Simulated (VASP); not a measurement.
A run of VASP 6.6.1 is set up as follows.

Contents of INCAR:

```
  PREC = Accurate
  ENCUT = 520
  EDIFF = 1E-6
  ISMEAR = -1
  SIGMA = 0.08
  LREAL = False
  LASPH = True
  NELM = 80
  ALGO = Normal
  ISIF = 2
  LWAVE = False
  LCHARG = False
  GGA = PE
  NBANDS = 10
```

KPOINTS

```
Automatic mesh
0
Gamma
  15 15 8
```

File POSCAR:

```
Li
1.0
    3.1110021516      0.0000000000      0.0000000000
   -1.5555010758      2.6942068945      0.0000000000
    0.0000000000      0.0000000000      5.2457900000
Li
2
Direct
    0.3333333333      0.6666666667      0.2500000000
    0.6666666667      0.3333333333      0.7500000000
```

Potentials or basis: VASP PAW PBE potentials, release 64 (Li_sv).

The run is started by

```bash
$ cat potpaw_PBE.64/Li_sv/POTCAR > POTCAR
$ mpirun -np 1 vasp_std > vasp.out
```

(1) What does it give for the band gap on the k mesh?

Answers

(1) zero (bands 3 and 4 overlap by 4.57 eV).

Caveat: the cell differs from its parent crystal (zz strain of +3 %).
